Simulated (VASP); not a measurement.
# C18N: single point with PBE

C18N, a slab with vacuum:

```xyz
19
Lattice="7.3980 0.0000 0.0000 -3.6990 6.4069 0.0000 0.0000 0.0000 12.0000" Properties=species:S:1:pos:R:3 pbc="T T T"
C    -0.0245   -0.0231    0.9314
C     1.2000    0.6910    0.9435
C    -1.2551    2.1119    0.9154
C    -0.0216    2.8247    0.9551
C    -2.4918    4.2660    0.9703
C    -1.2561    4.9784    0.9507
C     2.4434   -0.0165    0.9627
C     3.6871    0.6913    0.9393
C     1.1734    2.0967    0.9846
C     2.4443    2.7790    1.2819
C    -0.0205    4.2665    0.9655
C     1.1946    4.9693    0.9999
C     4.9116   -0.0228    0.9258
C     6.1426    0.6983    0.9196
C     3.7143    2.0962    0.9840
C     4.9085    2.8239    0.9550
C     2.4412    4.2562    1.1918
C     3.6907    4.9688    1.0080
N     2.4217    3.1768    2.6754
```

```
Program                : VASP 6.6.1
Task                   : single point
Functional             : PBE
Potentials or basis    : VASP PAW PBE potentials, release 64 (C, N)
Cutoff                 : 520 eV
k mesh                 : 2 × 2 × 1
Occupations            : gaussian, width 0.05 eV
Spin                   : collinear spin, ferromagnetic start
Starting moments       : [0.0, 0.0, 0.0, 0.0, 0.0, 0.0, 0.0, 0.0, 0.0, 0.0, 0.0, 0.0, 0.0, 0.0, 0.0, 0.0, 0.0, 0.0, 0.28] μB
Dipole correction      : no
Further INCAR settings : LREAL = Auto; ALGO = Normal; EDIFF = 1e-06; NBANDS = 58
```

```
Largest force                                         : 1.798 eV/Å
Band gap on the k mesh                                : 0.17 eV (least direct gap 0.26 eV)
Net moment                                            : 1.00 μB per cell
Site moments                                          : C -0.03, +0.05, -0.02, -0.04, +0.01, -0.00, -0.05, +0.06, +0.03 (each value once); N +0.62 μB
Valence electrons inside the program's atomic spheres : C 2.65, 2.66, 2.57 (each value once); N 3.53
```

Forces in eV/Å, atoms in the order of the input:
```
C   -0.011 -0.112  0.061
C   -0.028 -0.083 -0.097
C   -0.005 -0.083 -0.002
C    0.018 -0.072 -0.019
C   -0.026 -0.022  0.003
C   -0.004 -0.016 -0.055
C    0.002 -0.044 -0.034
C    0.019 -0.084 -0.091
C   -0.044 -0.104 -0.173
C   -0.018 -0.382 -0.382
C    0.018 -0.018 -0.004
C   -0.090 -0.078  0.231
C    0.004 -0.108  0.052
C   -0.003 -0.052  0.040
C    0.034 -0.097 -0.140
C   -0.019 -0.066 -0.010
C   -0.010 -0.206  0.925
C    0.077 -0.081  0.249
N    0.084  1.708 -0.555
```

Levels at points of the mesh, in eV from the valence-band top:
Spin up:
```
           k point  band 37  band 38  band 39  band 40  band 41  band 42
(0.00, 0.00, 0.00)    -1.84    -0.91     0.00     0.32     1.17     2.69
(0.50, 0.00, 0.00)    -2.32    -1.70    -0.99     0.97     2.17     2.63
(0.00, 0.50, 0.00)    -2.36    -1.70    -0.56     0.41     2.24     2.61
(0.50, 0.50, 0.00)    -2.32    -1.71    -0.99     0.97     2.18     2.62
```
Spin down:
```tsv
k point	band 35	band 36	band 37	band 38	band 39	band 40	band 41	band 42
(0.00, 0.00, 0.00)	-2.95	-2.14	-0.77	-0.20	0.26	0.61	1.35	2.82
(0.50, 0.00, 0.00)	-2.59	-2.47	-2.30	-0.78	0.17	1.14	2.31	2.68
(0.00, 0.50, 0.00)	-2.53	-2.50	-2.35	-0.33	0.28	0.55	2.26	2.65
(0.50, 0.50, 0.00)	-2.59	-2.47	-2.29	-0.77	0.18	1.14	2.31	2.68
```

Run time: 18 min on 1 thread of Intel Xeon 8259CL, with other jobs on the host, peak memory 0.87 GiB.

Caveat: the k points lie up to 0.49 Å⁻¹ apart; there is no dipole correction, which matters where the two faces differ.
